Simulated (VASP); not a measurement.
Here is a VASP 6.6.1 calculation.

Contents of INCAR:

```
SYSTEM = Fe3CoGe4
PREC = Accurate
ENCUT = 520
EDIFF = 1E-6
ISMEAR = 0
SIGMA = 0.1
LREAL = .FALSE.
LASPH = .TRUE.
NELM = 150
ALGO = Normal
ISIF = 2
LWAVE = .FALSE.
LCHARG = .TRUE.
ISPIN = 2
MAGMOM = 4 4 4 3 0 0 0 0
LORBIT = 11
LMAXMIX = 4
GGA = PE
LELF = .TRUE.
LVHAR = .TRUE.
NBANDS = 58
```

File KPOINTS:

```
Automatic mesh
0
G
  4 4 4
  0 0 0
```

The input POSCAR:

```
Fe3CoGe4
1.0
    3.5030929300      2.0225116400      2.8602634000
   -3.5030929300      2.0225116400      2.8602634000
    0.0000000000     -4.0450232900      2.8602634000
Fe Co Ge
3 1 4
Direct
    0.1350000000      0.8650000000      0.6350000000
    0.8650000000      0.6350000000      0.1350000000
    0.6350000000      0.1350000000      0.8650000000
    0.3650000000      0.3650000000      0.3650000000
    0.8420000000      0.1580000000      0.3420000000
    0.1580000000      0.3420000000      0.8420000000
    0.6580000000      0.6580000000      0.6580000000
    0.3420000000      0.8420000000      0.1580000000
```

Potentials or basis: VASP PAW PBE potentials, release 64 (Fe, Co, Ge_d).

The run is started by

```console
$ cat potpaw_PBE.64/Fe/POTCAR potpaw_PBE.64/Co/POTCAR potpaw_PBE.64/Ge_d/POTCAR > POTCAR
$ mpirun -np 1 vasp_std > vasp.out
```

Task: What does it give for the pressure?

Result: -16.7 GPa.

Task: Predict the net moment.

Result: 5.22 μB per cell.

Task: Estimate the site moments.

Result: Fe +1.99; Co -0.10; Ge -0.09, -0.10 (each value once) μB.

Forces in eV/Å, atoms in the order of the input:
```
Fe  -0.299  0.093 -0.127
Fe   0.230  0.213 -0.127
Fe   0.069 -0.306 -0.127
Co   0.000  0.000  0.423
Ge  -0.256  0.046  0.021
Ge   0.168  0.199  0.021
Ge   0.000  0.000 -0.106
Ge   0.088 -0.245  0.021
```

Caveat: the cell stands under tension.
